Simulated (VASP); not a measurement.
Here is a VASP 6.6.1 calculation.

File INCAR:

```
PREC = Accurate ; ENCUT = 520
EDIFF = 1E-7 ; ISMEAR = 1
SIGMA = 0.1 ; LREAL = F
LASPH = T ; NELM = 100
ALGO = Normal ; ISIF = 2
LWAVE = F ; LCHARG = F
GGA = PS ; NBANDS = 12
```

Contents of KPOINTS:

```
regular mesh
0
Gamma
  8 8 8
```

Contents of POSCAR:

```
Sb
1.0
    2.2101781106      1.2760490305      3.8556537646
   -2.2101781106      1.2760490305      3.8556537646
    0.0000000000     -2.5520980610      3.8556537646
Sb
2
Direct
    0.2334900000      0.2334900000      0.2334900000
    0.7665100000      0.7665100000      0.7665100000
```

Potentials or basis: VASP PAW PBE potentials, release 64 (Sb).

The run is started by

```sh
$ cat potpaw_PBE.64/Sb/POTCAR > POTCAR
$ mpirun -np 1 vasp_std > vasp.out
```

Estimate the band gap on the k mesh.

zero (bands 5 and 6 overlap by 0.27 eV).

Predict the largest force.

0.227 eV/Å.

Forces in eV/Å, atoms in the order of the input:
```
Sb   0.000  0.000 -0.227
Sb   0.000  0.000  0.227
```

Caveat: the cell stands under tension; the PAW data sets were made with another functional, which shifts forces and pressure a little; spin-orbit coupling is left out, which moves the levels of the heavy elements.
